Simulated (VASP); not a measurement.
# PbF2 in VASP: notebook

The runs below take PbF2 through single point, with PBE-based global hybrid with 15 % exact exchange, PBEsol.

Everything below comes from runs of VASP 6.6.1. Logs are shortened: lines on timing, memory, paths and dates and some standing lists are left out, and cuts for length are marked.

## 1. The cell of the first run

It takes space group Fm-3m (No. 225, cubic). Conventional cell: a = 5.927 Å, b = 5.927 Å, c = 5.927 Å, α = 90.00°, β = 90.00°, γ = 90.00°. Pb (site symmetry m-3m) has 8 F at 2.57 Å within 3.4 Å. F (site symmetry -43m) has 4 Pb at 2.57 Å and 6 F at 2.96 Å within 3.4 Å.

## 2. Single point, PBE-based global hybrid with 15 % exact exchange

Input file POSCAR:

```
PbF2
1.0
    0.0000000000      2.9636600000      2.9636600000
    2.9636600000      0.0000000000      2.9636600000
    2.9636600000      2.9636600000      0.0000000000
Pb F
1 2
Direct
    0.0000000000      0.0000000000      0.0000000000
    0.7500000000      0.7500000000      0.7500000000
    0.2500000000      0.2500000000      0.2500000000
```

Input file INCAR.step1:

```
PREC = Accurate
ENCUT = 520
EDIFF = 1E-5
ISMEAR = -1
SIGMA = 0.05
LREAL = False
LASPH = True
NELM = 120
ALGO = Normal
ISIF = 2
LWAVE = True
LCHARG = False
NBANDS = 21
GGA = PE
GGA_COMPAT = False
```

Input file INCAR.step2:

```
PREC = Accurate
ENCUT = 520
EDIFF = 1E-6
ISMEAR = -1
SIGMA = 0.05
LREAL = False
LASPH = True
NELM = 120
ALGO = Normal
ISIF = 2
LWAVE = False
LCHARG = False
GGA = PE
LHFCALC = True
AEXX = 0.15
PRECFOCK = Normal
NBANDS = 21
ISTART = 1
GGA_COMPAT = False
```

Input file KPOINTS:

```
Automatic mesh
0
Gamma
  5 5 5
```

Potentials or basis: VASP PAW PBE potentials, release 64 (Pb_d, F).

Launch:

```sh
$ cat potpaw_PBE.64/Pb_d/POTCAR potpaw_PBE.64/F/POTCAR > POTCAR
$ cp INCAR.step1 INCAR
$ mpirun -np 1 vasp_std > vasp.out
$ cp INCAR.step2 INCAR
$ mpirun -np 1 vasp_std > vasp.out
```

OUTCAR:

```text
PREC = Accurate
   ENCUT = 520
   EDIFF = 1E-6
   ISMEAR = -1
   LREAL = False
   LASPH = True
   NELM = 120
   ISIF = 2
   GGA = PE
   LHFCALC = True
   AEXX = 0.15
   PRECFOCK = Normal
   ISTART = 1

 ion  position               nearest neighbor table
   1  0.000  0.000  0.000-   2 2.57   2 2.57   2 2.57   3 2.57   3 2.57   3 2.57   3 2.57   2 2.57

   2  0.750  0.750  0.750-   1 2.57   1 2.57   1 2.57   1 2.57
   3  0.250  0.250  0.250-   1 2.57   1 2.57   1 2.57   1 2.57

  LATTYP: Found a face centered cubic cell.
 ALAT       =     5.9273200000

  Lattice vectors:

 A1 = (   0.0000000000,   2.9636600000,   2.9636600000)
 A2 = (   2.9636600000,   0.0000000000,   2.9636600000)
 A3 = (   2.9636600000,   2.9636600000,   0.0000000000)

Analysis of symmetry for initial positions (statically):
=====================================================================
 Subroutine PRICEL returns:
 Original cell was already a primitive cell.

 Routine SETGRP: Setting up the symmetry group for a
 face centered cubic supercell.

 Subroutine GETGRP returns: Found 48 space group operations
 (whereof 48 operations were pure point group operations)
 out of a pool of 48 trial point group operations.

The static configuration has the point symmetry O_h .

Analysis of symmetry for dynamics (positions and initial velocities):
=====================================================================
 Subroutine PRICEL returns:
 Original cell was already a primitive cell.

 Routine SETGRP: Setting up the symmetry group for a
 face centered cubic supercell.

 Subroutine GETGRP returns: Found 48 space group operations
 (whereof 48 operations were pure point group operations)
 out of a pool of 48 trial point group operations.

The dynamic configuration has the point symmetry O_h .

 Subroutine INISYM returns: Found 48 space group operations
 (whereof 48 operations are pure point group operations),
 and found     1 'primitive' translations

----------------------------------------------------------------------------------------

                                     Primitive cell

  volume of cell :      52.0613

  direct lattice vectors                    reciprocal lattice vectors
     0.000000000  2.963660000  2.963660000    -0.168710311  0.168710311  0.168710311
     2.963660000  0.000000000  2.963660000     0.168710311 -0.168710311  0.168710311
     2.963660000  2.963660000  0.000000000     0.168710311  0.168710311 -0.168710311

  length of vectors
     4.191248166  4.191248166  4.191248166     0.292214830  0.292214830  0.292214830

  position of ions in fractional coordinates (direct lattice)
     0.000000000  0.000000000  0.000000000
     0.750000000  0.750000000  0.750000000
     0.250000000  0.250000000  0.250000000

  ion indices of the primitive-cell ions
   primitive index   ion index
                 1           1
                 2           2
                 3           3

----------------------------------------------------------------------------------------

 KPOINTS: Automatic mesh

Automatic generation of k-mesh.
 Grid dimensions read from file:
 generate k-points for:    5    5    5

 Generating k-lattice:

  Cartesian coordinates                     Fractional coordinates (reciprocal lattice)
    -0.033742062  0.033742062  0.033742062     0.200000000  0.000000000  0.000000000
     0.033742062 -0.033742062  0.033742062     0.000000000  0.200000000  0.000000000
     0.033742062  0.033742062 -0.033742062     0.000000000  0.000000000  0.200000000

  Length of vectors
     0.058442966  0.058442966  0.058442966

  Shift w.r.t. Gamma in fractional coordinates (k-lattice)
     0.000000000  0.000000000  0.000000000

 Subroutine IBZKPT returns following result:
 ===========================================

 Found     10 irreducible k-points:

 Following reciprocal coordinates:
            Coordinates               Weight
  0.000000  0.000000  0.000000      1.000000
  0.200000  0.000000  0.000000      8.000000
  0.400000  0.000000  0.000000      8.000000
  0.200000  0.200000  0.000000      6.000000
  0.400000  0.200000  0.000000     24.000000
 -0.400000  0.200000  0.000000     24.000000
 -0.200000  0.200000  0.000000     12.000000
  0.400000  0.400000  0.000000      6.000000
 -0.400000  0.400000  0.000000     12.000000
 -0.400000  0.400000  0.200000     24.000000
   k-points           NKPTS =     10   k-points in BZ     NKDIM =    125   number of bands    NBANDS=     21
   number of dos      NEDOS =    301   number of ions     NIONS =      3
   total plane-waves  NPLWV =  32768
   dimension x,y,z NGX =    32 NGY =   32 NGZ =   32
   dimension x,y,z NGXF=    64 NGYF=   64 NGZF=   64
   ions per type =               1   2
   NGX,Y,Z   is equivalent  to a cutoff of  12.69, 12.69, 12.69 a.u.
   NGXF,Y,Z  is equivalent  to a cutoff of  25.39, 25.39, 25.39 a.u.
 SYSTEM =  unknown system
   PREC   = accura    normal or accurate (medium, high low for compatibility)
   ISTART =      1    job   : 0-new  1-cont  2-samecut
   ICHARG =      0    charge: 1-file 2-atom 10-const
   ISPIN  =      1    spin polarized calculation?
   LNONCOLLINEAR =      F non collinear calculations
   LSORBIT =      F    spin-orbit coupling
   LASPH  =      T    aspherical Exc in radial PAW
   ENCUT  =  520.0 eV  38.22 Ry    6.18 a.u.   7.79  7.79  7.79*2*pi/ulx,y,z
   NELM   =    120;   NELMIN=  2; NELMDL=  0     # of ELM steps
   EDIFF  = 0.1E-05   stopping-criterion for ELM
   LREAL  =      F    real-space projection
   EDIFFG = 0.1E-04   stopping-criterion for IOM
   NSW    =      0    number of steps for IOM
   IBRION =     -1    ionic relax: 0-MD 1-quasi-New 2-CG
   NFREE  =      0    steps in history (QN), initial steepest desc. (CG)
   ISIF   =      2    stress and relaxation
   ISYM   =      3    0-nonsym 1-usesym 2-fastsym
   POTIM  = 0.5000    time-step for ionic-motion
   TEBEG  =    0.0;   TEEND  =   0.0 temperature during run
   PSTRESS=    0.0 pullay stress
   NELECT =      28.0000    total number of electrons
   NUPDOWN=      -1.0000    fix difference up-down
   EMIN   =  10.00;   EMAX   =-10.00  energy-range for DOS
   EFERMI =   0.00;   METHOD = LEGACY
   ISMEAR =    -1;   SIGMA  =   0.05  broadening in eV -4-tet -1-fermi 0-gaus
   EFERMI_NEDOS =   21; number of points for ismear=-14 and -15
   IALGO  =     38    algorithm
   IMIX   =      1    mixing-type and parameters
     AMIX     =   0.40;   BMIX     =  1.00
     AMIX_MAG =   1.60;   BMIX_MAG =  1.00
  volume/ion in A,a.u.               =      17.35       117.11
  Fermi-wavevector in a.u.,A,eV,Ry     =   1.331340  2.515869 24.115883  1.772467
  Thomas-Fermi vector in A             =   2.460359
   LORBIT       =      0    0 simple, 1 ext, 2 COOP (PROOUT), +10 PAW based schemes
   GGA     = PE    functional components
   LHFCALC =     T    Hartree Fock is set to
   PRECFOCK=normal    Normal, Fast or Accurate (Low or Medium for compatibility)
   ENCUT4O =  -1.0   cutoff for four orbital integrals eV
   NKREDX  =     1    reduce k-point grid by
   NKREDY  =     1    reduce k-point grid by
   NKREDZ  =     1    reduce k-point grid by
   AEXX    =    0.1500 exact exchange contribution
   HFSCREEN=    0.0000 screening length (either q_TF or 0.3 A-1)
   HFSCREENC=   0.0000 screening length for correlation (either q_TF or 0.3 A-1)
   ENCUTFOCK=  -1.0 apply spherical cutoff to Coloumb kernel
   IVDW    =     0    specifies the selected vdW correction
   LEPSILON=     F    determine dielectric tensor
   LRPA    =     F    only Hartree local field effects (RPA)
 non-spin polarized calculation
  energy-cutoff  :      520.00
  volume of cell :       52.06
 maximum number of plane-waves:      1422
  NGX = 24; NGY = 24; NGZ = 24

 number of electron      28.0000005 magnetization

 Free energy of the ion-electron system (eV)
  ---------------------------------------------------
  ext. energy  EPLUGINS =         0.00000000
  ---------------------------------------------------
  free energy    TOTEN  =       -17.13491507 eV

  energy without entropy =      -17.13491507  energy(sigma->0) =      -17.13491507

 E-fermi :   2.3202     XC(G=0):  -8.1743

 val. band max:        1.0414175501   @ k =  -0.4000   0.4000   0.0000
 cond. band min:       6.8021867771   @ k =   0.4000   0.4000   0.0000
 fundamental gap:      5.7607692270
 Fermi energy:         2.3201974332

 k-point     1 :       0.0000    0.0000    0.0000
  band No.  band energies     occupation
      1     -21.3401      2.00000
      2     -20.7092      2.00000
      3     -14.0652      2.00000
      4     -14.0652      2.00000
      5     -14.0652      2.00000
      6     -13.9929      2.00000
[... 13 lines left out ...]
     20      17.6239      0.00000
     21      20.1930      0.00000

 k-point     2 :       0.2000    0.0000    0.0000
  band No.  band energies     occupation
      1     -21.2657      2.00000
      2     -20.7757      2.00000
      3     -14.0511      2.00000
      4     -14.0511      2.00000
      5     -13.9915      2.00000
      6     -13.9915      2.00000
[... 13 lines left out ...]
     20      16.8399      0.00000
     21      18.7259      0.00000

 k-point     3 :       0.4000    0.0000    0.0000
  band No.  band energies     occupation
      1     -21.1050      2.00000
      2     -20.9201      2.00000
      3     -14.0429      2.00000
      4     -14.0429      2.00000
      5     -13.9742      2.00000
      6     -13.9742      2.00000
[... 13 lines left out ...]
     20      16.2765      0.00000
     21      17.0267      0.00000
[... 121 lines left out ...]
 k-point     9 :      -0.4000    0.4000    0.0000
  band No.  band energies     occupation
      1     -21.0357      2.00000
      2     -20.9672      2.00000
      3     -14.0224      2.00000
      4     -13.9811      2.00000
      5     -13.9771      2.00000
      6     -13.9437      2.00000
[... 13 lines left out ...]
     20      18.2775      0.00000
     21      19.3258      0.00000

 k-point    10 :      -0.4000    0.4000    0.2000
  band No.  band energies     occupation
      1     -21.0412      2.00000
      2     -20.9658      2.00000
      3     -14.0155      2.00000
      4     -13.9864      2.00000
      5     -13.9852      2.00000
      6     -13.9325      2.00000
[... 13 lines left out ...]
     20      18.4780      0.00000
     21      19.4266      0.00000

------------------------ aborting loop because EDIFF is reached ----------------------------------------

  FORCE on cell =-STRESS in cart. coord.  units (eV):
  Direction    XX          YY          ZZ          XY          YZ          ZX
  --------------------------------------------------------------------------------------
  -------------------------------------------------------------------------------------
  Total        0.4393703      0.4393703      0.4393703      0.0000000      0.0000000      0.0000000
  in kB       13.5215398     13.5215398     13.5215398      0.0000000      0.0000000      0.0000000
  external PRESSURE =      13.5215398 kB  Pullay stress =       0.0000000 kB

 VOLUME and BASIS-vectors are now :
 -----------------------------------------------------------------------------
  energy-cutoff  :      520.00
  volume of cell :       52.06
      direct lattice vectors                 reciprocal lattice vectors
     0.000000000  2.963660000  2.963660000    -0.168710311  0.168710311  0.168710311
     2.963660000  0.000000000  2.963660000     0.168710311 -0.168710311  0.168710311
     2.963660000  2.963660000  0.000000000     0.168710311  0.168710311 -0.168710311

 POSITION                                       TOTAL-FORCE (eV/Angst)
 -----------------------------------------------------------------------------------
      0.00000      0.00000      0.00000        -0.000000      0.000000      0.000000
      4.44549      4.44549      4.44549         0.000000      0.000000      0.000000
      1.48183      1.48183      1.48183        -0.000000     -0.000000     -0.000000
 -----------------------------------------------------------------------------------
    total drift:                                0.000000     -0.000000      0.000000

  FREE ENERGIE OF THE ION-ELECTRON SYSTEM (eV)
  ---------------------------------------------------
  free  energy   TOTEN  =       -17.1349150668 eV

  energy  without entropy=      -17.1349150668  energy(sigma->0) =      -17.13491507
```

Wall time 22 min (1 thread of Intel Xeon Platinum 8375C at 2.90GHz (Ice Lake), shared host); peak memory 0.2 GiB.

Results:

```yaml
Free_energy: -17.1349 eV
Pressure: 1.4 GPa
Band_gap_on_the_k_mesh: 5.76 eV (least direct gap 6.01 eV)
```

Caveat: the PAW data sets were made with another functional, which shifts forces and pressure a little; spin-orbit coupling is left out, which moves the levels of the heavy elements; an odd mesh through Γ misses points on the zone boundary, where band edges can lie.

## 3. Single point, PBEsol

Input file INCAR:

```
PREC = Accurate
ENCUT = 600
EDIFF = 1E-6
ISMEAR = 0
SIGMA = 0.05
LREAL = False
LASPH = True
NELM = 120
ALGO = Normal
ISIF = 2
LWAVE = False
LCHARG = True
GGA = PS
LELF = True
LVHAR = True
NBANDS = 21
GGA_COMPAT = False
```

Input file KPOINTS:

```
regular mesh
0
Gamma
  9 9 9
```

Input file POSCAR:

```
PbF2
1.0
    0.0000000000      2.9636600000      2.9636600000
    2.9636600000      0.0000000000      2.9636600000
    2.9636600000      2.9636600000      0.0000000000
Pb F
1 2
Direct
   -0.0176050000     -0.0002580000      0.0020670000
    0.7516350000      0.7437150000      0.7602180000
    0.2651850000      0.2496610000      0.2421990000
```

Potentials or basis: VASP PAW PBE potentials, release 64 (Pb_d, F).

Launch:

```sh
$ cat potpaw_PBE.64/Pb_d/POTCAR potpaw_PBE.64/F/POTCAR > POTCAR
$ mpirun -np 1 vasp_std > vasp.out
```

Run time: 8.1 min. Hardware: 1 thread of Intel Xeon Platinum 8259CL at 2.50GHz (Skylake/Cascade Lake), shared host; peak memory 0.55 GiB.

It converged, with:

```
Free energy            : -14.9257 eV
Pressure               : -1.0 GPa
Largest force          : 0.204 eV/Å
Band gap on the k mesh : 4.29 eV (least direct gap 4.52 eV)
```

Forces on the atoms (eV/Å):
```
Pb  -0.028  0.110  0.100
F   -0.076 -0.073  0.072
F    0.104 -0.037 -0.172
```

Stress tensor (GPa, compression positive):
```
-1.04 -0.47  0.04
-0.47 -0.99  0.41
 0.04  0.41 -0.98
```

Levels at points of the mesh, in eV from the valence-band top:
| k point | band 10 | band 11 | band 12 | band 13 | band 14 | band 15 | band 16 | band 17 | band 18 | band 19 |
| --- | --- | --- | --- | --- | --- | --- | --- | --- | --- | --- |
| (0.00, 0.00, 0.00) | -2.55 | -2.51 | -2.04 | -2.00 | -1.96 | 6.54 | 6.68 | 6.78 | 10.47 | 14.91 |

Caveat: the PAW data sets were made with another functional, which shifts forces and pressure a little; spin-orbit coupling is left out, which moves the levels of the heavy elements; an odd mesh through Γ misses points on the zone boundary, where band edges can lie.
